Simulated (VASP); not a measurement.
# Bi: single point with PBE

Slab: Bi, a slab with vacuum.

```xyz
2
Lattice="4.4190 0.0000 0.0000 -2.2095 3.8270 0.0000 0.0000 0.0000 28.0000" Properties=species:S:1:pos:R:3 pbc="T T T"
Bi    0.0000    2.5513   14.7395
Bi    2.2095    1.2757   13.2605
```

```json
{"Program": "VASP 6.6.1", "Task": "single point", "Functional": "PBE", "Potentials or basis": "VASP PAW PBE potentials, release 64 (Bi_d)", "Cutoff": "520 eV", "k mesh": "9 × 9 × 1", "Occupations": "gaussian, width 0.02 eV", "Spin": "no spin polarisation", "Dipole correction": "yes", "Further INCAR settings": "ALGO = Normal; EDIFF = 1e-06; NBANDS = 22"}
```

```json
{
 "Largest force": "1.708 eV/Å",
 "Band gap on the k mesh": "0.13 eV, direct"
}
```

Forces in eV/Å, atoms in the order of the input:
```
Bi   0.000  0.000  1.708
Bi   0.000  0.000 -1.708
```

Levels at points of the mesh, in eV from the valence-band top:
| k point | band 11 | band 12 | band 13 | band 14 | band 15 | band 16 | band 17 | band 18 | band 19 | band 20 |
| --- | --- | --- | --- | --- | --- | --- | --- | --- | --- | --- |
| (0.00, 0.00, 0.00) | -12.52 | -7.83 | -0.43 | -0.43 | 0.00 | 0.13 | 2.59 | 2.59 | 4.12 | 4.19 |

Run time: 110 s on 1 thread of Intel(R) Xeon(R) 6975P-C (Granite Rapids) (shared host), peak memory 0.59 GiB.

Caveat: spin-orbit coupling is left out, which moves the levels of the heavy elements.
